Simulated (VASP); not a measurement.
The system is In4Ru.

```
In Ru
1.0
     4.75828    0.00000    0.00000
     0.00000    4.75828    0.00000
     0.00000    0.00000    4.75828
In Ru
4 1
Cartesian
  2.3791 2.3791 2.3791
  0.0000 2.3791 2.3791
  2.3791 0.0000 2.3791
  2.3791 2.3791 0.0000
  0.0000 0.0000 0.0000
```

The cell was built from a structure type or drawn by symmetry, and may not be a known phase.

- Program: VASP 6.6.1
- Task: relaxation of cell and atoms
- Functional: PBE
- Potentials or basis: VASP PAW PBE potentials, release 64 (In_d, Ru_pv)
- Cutoff: 600 eV
- k mesh: 4 × 4 × 4
- Occupations: gaussian, width 0.2 eV
- Spin: no spin polarisation

At the start: pressure 32.0 GPa; volume 21.55 Å³/atom.

**Question.** How do energy, volume and symmetry change on relaxing?

**Answer.** Over 4 steps the energy falls by 685.0 meV/atom and the volume is 31.54 Å³/atom (+46.4 %); space group Pm-3m (No. 221, to 0.1 Å) before and after.

The path:
| step | energy change (eV) | largest force (eV/Å) | pressure (GPa) | volume (Å³) |
| --- | --- | --- | --- | --- |
| 1 | 0.0000 | 0.0000 | 32.04 | 107.73 |
| 2 | -2.9318 | 0.0000 | -5.93 | 189.86 |
| 3 | -3.4216 | 0.0000 | 0.48 | 155.73 |
| 4 | -3.4250 | 0.0000 | 0.05 | 157.72 |

Final structure:
```yaml
crystal:
  lattice:
    - [5.40294, 0.00000, 0.00000]
    - [0.00000, 5.40294, 0.00000]
    - [0.00000, 0.00000, 5.40294]
  atoms:
    - { symbol: In, position: [0.50000, 0.50000, 0.50000] }
    - { symbol: In, position: [0.00000, 0.50000, 0.50000] }
    - { symbol: In, position: [0.50000, 0.00000, 0.50000] }
    - { symbol: In, position: [0.50000, 0.50000, 0.00000] }
    - { symbol: Ru, position: [0.00000, 0.00000, 0.00000] }
```

Caveat: the volume moved by over 15 % at a fixed basis, so the end points are rough.
